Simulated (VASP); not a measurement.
A run of VASP 6.6.1 is set up as follows.

Contents of INCAR:

```
SYSTEM = Se
  PREC = Accurate
  ENCUT = 520
  EDIFF = 1E-6
  ISMEAR = -1
  SIGMA = 0.1
  LREAL = .False.
  LASPH = .True.
  NELM = 100
  ALGO = Normal
  ISIF = 2
  LWAVE = .False.
  LCHARG = .False.
  GGA = CA
  NBANDS = 16
```

KPOINTS

```
regular mesh
0
Gamma
  9 9 6
  0 0 0
```

File POSCAR:

```
Se
1.0
    3.9534579885      0.0000000000      0.0000000000
   -1.9767289943      3.4237950508      0.0000000000
    0.0000000000      0.0000000000      5.1205317866
Se
3
Direct
    0.2543546533      1.0000000000      0.3333333333
    1.0000000000      0.2543546533      0.6666666667
    0.7456453467      0.7456453467      1.0000000000
```

Potentials or basis: VASP PAW LDA potentials, release 64 (Se).

Run with:

```console
$ cat potpaw_LDA.64/Se/POTCAR > POTCAR
$ mpirun -np 1 vasp_std > vasp.out
```

Task: Estimate the band gap on the k mesh.

Result: 0.28 eV, direct.

Task: What does it give for the pressure?

Result: 0.2 GPa.

Task: Predict the largest force.

Result: 0.052 eV/Å.

Stress tensor (GPa, compression positive):
```
0.13 0.00 0.00
0.00 0.13 0.00
0.00 0.00 0.32
```

A k mesh can miss the band edges.
